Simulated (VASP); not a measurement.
Set up this calculation in VASP 6.6.1, as the native input.

| Item | Value |
| --- | --- |
| Task | single point |
| Functional | PBE |
| Potentials or basis | VASP PAW PBE potentials, release 64 (Ta_pv, N) |
| Cutoff | 520 eV |
| k mesh | 6 × 6 × 9 |
| Occupations | fermi-dirac, width 0.05 eV |
| Spin | no spin polarisation |
| Dipole correction | no |
| Further INCAR settings | ALGO = Normal; EDIFF = 1e-06; NBANDS = 33 |

The structure of TaN lies in POSCAR:

```
TaN
1.0
    5.1850002000      0.0000000000      0.0000000000
   -2.5925001000      4.4903418900      0.0000000000
    0.0000000000      0.0000000000      2.9080005300
Ta N
3 3
Direct
    0.0017970000      0.0016720000      0.0056650000
    0.3326900000      0.6616260000      0.5046680000
    0.6643190000      0.3408360000      0.5088620000
    0.4957950000     -0.0111830000      0.0105140000
    0.5088820000      0.4976330000      0.0061460000
   -0.0004180000      0.4911940000      0.0073900000
```

This cell differs from its parent crystal: atoms moved at random.

These files were run (other wordings do the same):

INCAR

```
SYSTEM = TaN
PREC = Accurate
ENCUT = 520
EDIFF = 1E-6
ISMEAR = -1
SIGMA = 0.05
LREAL = .False.
LASPH = .True.
NELM = 80
ALGO = Normal
ISIF = 2
LWAVE = .False.
LCHARG = .True.
GGA = PE
LELF = .True.
LVHAR = .True.
NBANDS = 33
```

KPOINTS

```
regular mesh
0
Gamma
  6 6 9
  0 0 0
```

Potentials or basis: VASP PAW PBE potentials, release 64 (Ta_pv, N).

The run is started by

```sh
$ cat potpaw_PBE.64/Ta_pv/POTCAR potpaw_PBE.64/N/POTCAR > POTCAR
$ mpirun -np 1 vasp_std > vasp.out
```

It gave:

The pressure is 12.1 GPa, the largest force is 2.487 eV/Å and the band gap on the k mesh is zero (band 24 reaches 9.01 eV, above the bottom of band 25 at 7.10 eV).

Caveat: the cell differs from its parent crystal (atoms moved at random); spin-orbit coupling is left out, which moves the levels of the heavy elements; forces of over 1 eV/Å act on the atoms, so gaps and moduli don't describe the material at rest.

Wall time 2.8 min on 1 thread of Intel(R) Xeon(R) Platinum 8559C (Emerald Rapids), on a shared host, peak memory 0.39 GiB.
